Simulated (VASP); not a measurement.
# Zn (Immm) in VASP: single point with r2SCAN

Aim: the single point of Zn with r2SCAN.

Program: VASP 6.6.1. These are calculated values, not measurements. Logs are shortened: lines on timing, memory, paths and dates and some standing lists are left out, and cuts for length are marked.

## Step 1: The cell of the first run

The structure is orthorhombic, space group Immm (No. 71). The conventional cell has a = 2.622 Å, b = 2.935 Å, c = 3.930 Å, α = 90.00°, β = 90.00°, γ = 90.00°. Within 3.5 Å of Zn (site symmetry mmm) lie 12 Zn at 2.62 to 2.93 Å.

## Step 2: Single point, r2SCAN (strain +0.1125 x Voigt [0, 0, 0, 0, 1, 0])

Contents of POSCAR:

```
Zn
1.0
    0.1105186500      1.9647760000      1.9647760000
    2.0752946500      0.0000000000      2.0752946500
    1.9647760000      1.9647760000      0.1105186500
Zn
1
Direct
    0.0000000000      0.0000000000      0.0000000000
```

Contents of INCAR.step1:

```
SYSTEM = Zn
  ALGO = Normal
  EDIFF = 1E-4
  ENCUT = 520
  GGA = PE
  ISMEAR = 0
  LASPH = .TRUE.
  LCHARG = .FALSE.
  LREAL = .FALSE.
  LWAVE = .TRUE.
  NBANDS = 12
  NELM = 100
  PREC = Accurate
  SIGMA = 0.15
```

Contents of INCAR.step2:

```
SYSTEM = Zn
  ALGO = Normal
  EDIFF = 1E-6
  ENCUT = 520
  ISIF = 2
  ISMEAR = 0
  ISTART = 1
  LASPH = .TRUE.
  LCHARG = .FALSE.
  LMIXTAU = .TRUE.
  LREAL = .FALSE.
  LWAVE = .FALSE.
  METAGGA = R2SCAN
  NBANDS = 12
  NELM = 100
  PREC = Accurate
  SIGMA = 0.15
```

Contents of KPOINTS:

```
k-points
0
G
  20 20 20
  0 0 0
```

Potentials or basis: VASP PAW PBE potentials, release 64 (Zn).

Started as:

```bash
$ cat potpaw_PBE.64/Zn/POTCAR > POTCAR
$ cp INCAR.step1 INCAR
$ mpirun -np 1 vasp_std > vasp.out
$ cp INCAR.step2 INCAR
$ mpirun -np 1 vasp_std > vasp.out
```

OUTCAR:

```text
SYSTEM = Zn
   EDIFF = 1E-6
   ENCUT = 520
   ISIF = 2
   ISMEAR = 0
   ISTART = 1
   LASPH = .TRUE.
   LREAL = .FALSE.
   METAGGA = R2SCAN
   NELM = 100
   PREC = Accurate

 ion  position               nearest neighbor table
   1  0.000  0.000  0.000-

  LATTYP: Found a body centered orthorhombic cell.
 ALAT       =     2.6223158925
 B/A-ratio  =     1.1192052980
 C/A-ratio  =     1.4985044370

  Lattice vectors:

 A1 = (   0.1105186500,  -1.9647760000,   1.9647760000)
 A2 = (  -0.1105186500,  -1.9647760000,  -1.9647760000)
 A3 = (   1.9647760000,   1.9647760000,   0.1105186500)

Analysis of symmetry for initial positions (statically):
=====================================================================
 Subroutine PRICEL returns:
 Original cell was already a primitive cell.

 Routine SETGRP: Setting up the symmetry group for a
 body centered orthorhombic supercell.

 Subroutine GETGRP returns: Found  8 space group operations
 (whereof  8 operations were pure point group operations)
 out of a pool of  8 trial point group operations.

The static configuration has the point symmetry D_2h.

Analysis of symmetry for dynamics (positions and initial velocities):
=====================================================================
 Subroutine PRICEL returns:
 Original cell was already a primitive cell.

 Routine SETGRP: Setting up the symmetry group for a
 body centered orthorhombic supercell.

 Subroutine GETGRP returns: Found  8 space group operations
 (whereof  8 operations were pure point group operations)
 out of a pool of  8 trial point group operations.

The dynamic configuration has the point symmetry D_2h.

 Subroutine INISYM returns: Found  8 space group operations
 (whereof  8 operations are pure point group operations),
 and found     1 'primitive' translations

----------------------------------------------------------------------------------------

                                     Primitive cell

  volume of cell :      15.1214

  direct lattice vectors                    reciprocal lattice vectors
     0.110518650  1.964776000  1.964776000    -0.269649733  0.254481936  0.269649733
     2.075294650  0.000000000  2.075294650     0.240929643 -0.254481936  0.240929643
     1.964776000  1.964776000  0.110518650     0.269649733  0.254481936 -0.269649733

  length of vectors
     2.780809924  2.934909840  2.780809924     0.458457210  0.425270786  0.458457210

  position of ions in fractional coordinates (direct lattice)
     0.000000000  0.000000000  0.000000000

  ion indices of the primitive-cell ions
   primitive index   ion index
                 1           1

----------------------------------------------------------------------------------------

 KPOINTS: k-points

Automatic generation of k-mesh.
 Grid dimensions read from file:
 generate k-points for:   20   20   20

 Generating k-lattice:

  Cartesian coordinates                     Fractional coordinates (reciprocal lattice)
    -0.013482487  0.012724097  0.013482487     0.050000000  0.000000000  0.000000000
     0.012046482 -0.012724097  0.012046482     0.000000000  0.050000000  0.000000000
     0.013482487  0.012724097 -0.013482487     0.000000000  0.000000000  0.050000000

  Length of vectors
     0.022922860  0.021263539  0.022922860

  Shift w.r.t. Gamma in fractional coordinates (k-lattice)
     0.000000000  0.000000000  0.000000000

 Subroutine IBZKPT returns following result:
 ===========================================

 Found   1166 irreducible k-points:

 Following reciprocal coordinates:
            Coordinates               Weight
  0.000000  0.000000  0.000000      1.000000
  0.050000  0.000000 -0.000000      4.000000
  0.100000  0.000000 -0.000000      4.000000
  0.150000  0.000000 -0.000000      4.000000
  0.200000  0.000000 -0.000000      4.000000
  0.250000  0.000000 -0.000000      4.000000
[... 16 lines left out ...]
 -0.450000  0.050000  0.000000      8.000000
 -0.400000  0.050000  0.000000      8.000000
 [... further k-points ...]
   k-points           NKPTS =   1166   k-points in BZ     NKDIM =   1166   number of bands    NBANDS=     12
   number of dos      NEDOS =    301   number of ions     NIONS =      1
   total plane-waves  NPLWV =  13824
   dimension x,y,z NGX =    24 NGY =   24 NGZ =   24
   dimension x,y,z NGXF=    48 NGYF=   48 NGZF=   48
   ions per type =               1
   NGX,Y,Z   is equivalent  to a cutoff of  14.35, 13.59, 14.35 a.u.
   NGXF,Y,Z  is equivalent  to a cutoff of  28.70, 27.19, 28.70 a.u.
 SYSTEM =  Zn
   PREC   = accura    normal or accurate (medium, high low for compatibility)
   ISTART =      1    job   : 0-new  1-cont  2-samecut
   ICHARG =      0    charge: 1-file 2-atom 10-const
   ISPIN  =      1    spin polarized calculation?
   LNONCOLLINEAR =      F non collinear calculations
   LSORBIT =      F    spin-orbit coupling
   LASPH  =      T    aspherical Exc in radial PAW
   ENCUT  =  520.0 eV  38.22 Ry    6.18 a.u.   5.17  5.46  5.17*2*pi/ulx,y,z
   NELM   =    100;   NELMIN=  2; NELMDL=  0     # of ELM steps
   EDIFF  = 0.1E-05   stopping-criterion for ELM
   LREAL  =      F    real-space projection
   EDIFFG = 0.1E-04   stopping-criterion for IOM
   NSW    =      0    number of steps for IOM
   IBRION =     -1    ionic relax: 0-MD 1-quasi-New 2-CG
   NFREE  =      0    steps in history (QN), initial steepest desc. (CG)
   ISIF   =      2    stress and relaxation
   ISYM   =      2    0-nonsym 1-usesym 2-fastsym
   POTIM  = 0.5000    time-step for ionic-motion
   TEBEG  =    0.0;   TEEND  =   0.0 temperature during run
   PSTRESS=    0.0 pullay stress
   NELECT =      12.0000    total number of electrons
   NUPDOWN=      -1.0000    fix difference up-down
   EMIN   =  10.00;   EMAX   =-10.00  energy-range for DOS
   EFERMI =   0.00;   METHOD = LEGACY
   ISMEAR =     0;   SIGMA  =   0.15  broadening in eV -4-tet -1-fermi 0-gaus
   EFERMI_NEDOS =   21; number of points for ismear=-14 and -15
   IALGO  =     38    algorithm
   IMIX   =      4    mixing-type and parameters
     AMIX     =   0.40;   BMIX     =  1.00
     AMIX_MAG =   1.60;   BMIX_MAG =  1.00
  volume/ion in A,a.u.               =      15.12       102.04
  Fermi-wavevector in a.u.,A,eV,Ry     =   1.515669  2.864199 31.256009  2.297252
  Thomas-Fermi vector in A             =   2.625162
   LORBIT       =      0    0 simple, 1 ext, 2 COOP (PROOUT), +10 PAW based schemes
   METAGGA = R2SCAN    functional components
   LHFCALC =     F    Hartree Fock is set to
   AEXX    =    0.0000 exact exchange contribution
   IVDW    =     0    specifies the selected vdW correction
   LEPSILON=     F    determine dielectric tensor
   LRPA    =     F    only Hartree local field effects (RPA)
 non-spin polarized calculation
 Gauss-broadening in eV      SIGMA  =   0.15
  energy-cutoff  :      520.00
  volume of cell :       15.12
 maximum number of plane-waves:       419
 NGX is ok and might be reduce to    24
   NGX = 11   NGY = 11   NGZ = 11

 number of electron      12.0000003 magnetization

 Free energy of the ion-electron system (eV)
  ---------------------------------------------------
  ext. energy  EPLUGINS =         0.00000000
  ---------------------------------------------------
  free energy    TOTEN  =        -8.86329519 eV

  energy without entropy =       -8.86005662  energy(sigma->0) =       -8.86167590

 E-fermi :   2.9815     XC(G=0): -12.6780

 val. band max:        2.9788698011   @ k =  -0.4000   0.2000   0.1000
 cond. band min:       2.9861861068   @ k =  -0.4000   0.4000   0.0500
 fundamental gap:      0.0073163057
 Fermi energy:         2.9814600542

 k-point     1 :       0.0000    0.0000    0.0000
  band No.  band energies     occupation
      1      -7.8828      2.00000
      2      -5.1319      2.00000
      3      -5.0683      2.00000
      4      -4.8253      2.00000
      5      -4.5754      2.00000
      6      -4.5724      2.00000
      7      20.0260      0.00000
      8      20.3698      0.00000
      9      22.7768      0.00000
     10      24.1964      0.00000
     11      24.9298      0.00000
     12      24.9823      0.00000

 k-point     2 :       0.0500    0.0000   -0.0000
  band No.  band energies     occupation
      1      -7.7959      2.00000
      2      -5.1208      2.00000
      3      -5.0569      2.00000
      4      -4.8311      2.00000
      5      -4.5822      2.00000
      6      -4.5779      2.00000
      7      19.7580      0.00000
      8      20.2619      0.00000
      9      22.7244      0.00000
     10      23.1966      0.00000
     11      24.2361      0.00000
     12      25.3878      0.00000

 k-point     3 :       0.1000    0.0000   -0.0000
  band No.  band energies     occupation
      1      -7.5378      2.00000
      2      -5.0905      2.00000
      3      -5.0299      2.00000
      4      -4.8400      2.00000
      5      -4.5997      2.00000
      6      -4.5930      2.00000
      7      19.2243      0.00000
      8      19.8938      0.00000
      9      20.1297      0.00000
     10      23.7207      0.00000
     11      24.1841      0.00000
     12      26.0631      0.00000
[... 286 lines left out ...]
 k-point    23 :      -0.4500    0.0500    0.0000
  band No.  band energies     occupation
      1      -5.6905      2.00000
      2      -5.1380      2.00000
      3      -4.8811      2.00000
      4      -4.3778      2.00000
      5      -4.2386      2.00000
      6      -0.1272      2.00000
      7       3.1082      0.23215
      8      16.5018      0.00000
      9      17.9790      0.00000
     10      20.7135      0.00000
     11      21.9352      0.00000
     12      23.6843      0.00000

 k-point    24 :      -0.4000    0.0500    0.0000
  band No.  band energies     occupation
      1      -5.6736      2.00000
      2      -5.1166      2.00000
      3      -4.8694      2.00000
      4      -4.4063      2.00000
      5      -4.2912      2.00000
      6      -1.4440      2.00000
      7       4.8232      0.00000
      8      16.1679      0.00000
      9      18.3967      0.00000
     10      21.1219      0.00000
     11      21.9864      0.00000
     12      24.0557      0.00000

 [... further k-points ...]
[... 5 lines left out ...]
  --------------------------------------------------------------------------------------
  -------------------------------------------------------------------------------------
  Total       -0.2702599     -0.3831601     -0.2702599     -0.0000000      0.0000000      0.0371369
  in kB      -28.6351445    -40.5973871    -28.6351445     -0.0000000      0.0000000      3.9348083
  external PRESSURE =     -32.6225587 kB  Pullay stress =       0.0000000 kB

 VOLUME and BASIS-vectors are now :
 -----------------------------------------------------------------------------
  energy-cutoff  :      520.00
  volume of cell :       15.12
      direct lattice vectors                 reciprocal lattice vectors
     0.110518650  1.964776000  1.964776000    -0.269649733  0.254481936  0.269649733
     2.075294650  0.000000000  2.075294650     0.240929643 -0.254481936  0.240929643
     1.964776000  1.964776000  0.110518650     0.269649733  0.254481936 -0.269649733

 POSITION                                       TOTAL-FORCE (eV/Angst)
 -----------------------------------------------------------------------------------
      0.00000      0.00000      0.00000         0.000000      0.000000      0.000000
 -----------------------------------------------------------------------------------
    total drift:                                0.000000      0.000000      0.000000

  FREE ENERGIE OF THE ION-ELECTRON SYSTEM (eV)
  ---------------------------------------------------
  free  energy   TOTEN  =        -8.8632951886 eV

  energy  without entropy=       -8.8600566168  energy(sigma->0) =       -8.86167590
```

Wall time 10 min (1 thread of Intel Xeon Platinum 8259CL at 2.50GHz (Skylake/Cascade Lake), shared host); peak memory 0.32 GiB.

Results:

| Property | Result |
| --- | --- |
| Free energy | -8.8633 eV |
| Pressure | -3.3 GPa |
| Band gap on the k mesh | zero (band 6 reaches 4.92 eV, above the bottom of band 7 at 0.85 eV) |

Stress tensor (GPa, compression positive):
```
-2.86  0.00  0.39
 0.00 -4.06  0.00
 0.39  0.00 -2.86
```

Caveat: the cell differs from its parent crystal (strain +0.1125 x Voigt [0, 0, 0, 0, 1, 0]); the PAW data sets were made with another functional, which shifts forces and pressure a little.
